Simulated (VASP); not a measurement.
## ReBi: relaxation of shape and atoms at fixed volume with PBE

Crystal: ReBi.

```
Re Bi
1.0
     4.59145    0.00000    0.00000
    -2.29573    3.97631    0.00000
     0.00000    0.00000    5.08689
Re Bi
2 2
Direct
  0.00000 0.00000 0.00000
  0.00000 0.00000 0.50000
  0.33333 0.66667 0.25000
  0.66667 0.33333 0.75000
```

```yaml
Program: VASP 6.6.1
Task: relaxation of shape and atoms at fixed volume
Functional: PBE
Potentials_or_basis: VASP PAW PBE potentials, release 64 (Re, Bi_d)
Cutoff: 600 eV
k_mesh: 10 × 10 × 6
Occupations: gaussian, width 0.05 eV
Spin: no spin polarisation
Dipole_correction: no
Further_INCAR_settings: ALGO = Fast; EDIFF = 1e-07; IBRION = 2; EDIFFG = -0.01; NSW = 60; ISIF = 4
```

The energy gained by relaxing is 0.8 meV/atom, the ionic steps are 3 and the pressure after relaxing is -2.2 GPa. The band gap on the k mesh is zero (bands 22 and 23 overlap by 1.48 eV).

The path:
```csv
step,energy change (eV),largest force (eV/Å),pressure (GPa),volume (Å³)
1,0.0000,0.0000,-2.66,92.87
2,-0.0031,0.0000,-2.27,92.87
3,-0.0031,0.0000,-2.23,92.87
```

Final structure:
```
Re Bi
1.0
     4.60831    0.00000    0.00000
    -2.30415    3.99091    0.00000
     0.00000    0.00000    5.04975
Re Bi
2 2
Cartesian
  0.0000 0.0000 0.0000
  0.0000 0.0000 2.5249
  0.0000 2.6606 1.2624
  2.3042 1.3303 3.7873
```

Levels at points of the mesh, in eV from the Fermi level:
```csv
k point,band 18,band 19,band 20,band 21,band 22,band 23,band 24,band 25,band 26
"(0.00, 0.00, 0.00)",-2.89,-0.39,-0.39,0.11,0.11,2.31,2.34,2.34,2.39
"(0.50, 0.00, 0.00)",-2.32,-1.81,-1.55,-1.55,-0.04,0.01,0.21,2.23,2.35
"(0.00, 0.00, 0.50)",-2.13,-1.32,-1.32,-1.32,-1.32,-1.05,-1.05,3.77,3.77
"(0.50, 0.00, 0.50)",-2.17,-1.03,-1.03,-0.73,-0.73,-0.71,-0.71,1.91,1.99
```

Wall time 16 min on 1 thread of Intel(R) Xeon(R) Platinum 8488C (Sapphire Rapids), with other jobs on the host, peak memory 0.36 GiB.

Caveat: spin-orbit coupling is left out, which moves the levels of the heavy elements.
